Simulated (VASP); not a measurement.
Here is a VASP 6.6.1 calculation.

The input INCAR:

```
SYSTEM = AlN
PREC = Accurate
ENCUT = 520
EDIFF = 1E-7
ISMEAR = 0
SIGMA = 0.05
LREAL = .FALSE.
LASPH = .TRUE.
NELM = 80
ALGO = Normal
ISIF = 2
LWAVE = .FALSE.
LCHARG = .FALSE.
NBANDS = 26
```

File KPOINTS:

```
regular mesh
0
G
  8 6 4
  0 0 0
```

The input POSCAR:

```
AlN
1.0
   -1.6378403119      2.8368226349      0.0000000000
    0.0000000000      0.0000000000      4.1006264518
    4.9135209358      2.8368226349      0.0000000000
Al N
4 4
Direct
    0.4898568561      0.7500000000      0.2642315609
    1.0000000000      0.7500000000      0.6666666667
    0.0000000000      0.2500000000      0.3333333333
    0.5000000000      0.2500000000      0.8333333333
    0.5000000000      0.2500000000      0.1666666667
    1.0000000000      0.2500000000      0.6666666667
    0.0000000000      0.7500000000      0.3333333333
    0.5000000000      0.7500000000      0.8333333333
```

Potentials or basis: VASP PAW LDA potentials, release 64 (Al, N).

Command:

```sh
$ cat potpaw_LDA.64/Al/POTCAR potpaw_LDA.64/N/POTCAR > POTCAR
$ mpirun -np 1 vasp_std > vasp.out
```

Task: Estimate the largest force.

Result: 6.551 eV/Å.

Task: What does it give for the band gap on the k mesh?

Result: 2.48 eV (least direct gap 2.52 eV).

Task: Estimate the pressure.

Result: 9.0 GPa.

Forces in eV/Å, atoms in the order of the input:
```
Al  -6.414 -1.334  0.000
Al   2.310  1.291  0.000
Al  -0.333 -0.342  0.000
Al   0.559  0.329  0.000
N    2.010  1.088  0.000
N   -0.856 -0.497  0.000
N    3.233 -0.213  0.000
N   -0.510 -0.322  0.000
```

Caveat: the cell differs from its parent crystal (atom 1 (Al) moved by +0.496 Å along [1 0 0] and +0.248 Å along [1 2 0]); the cell stands under pressure; forces of over 1 eV/Å act on the atoms, so gaps and moduli don't describe the material at rest. A k mesh can miss the band edges.
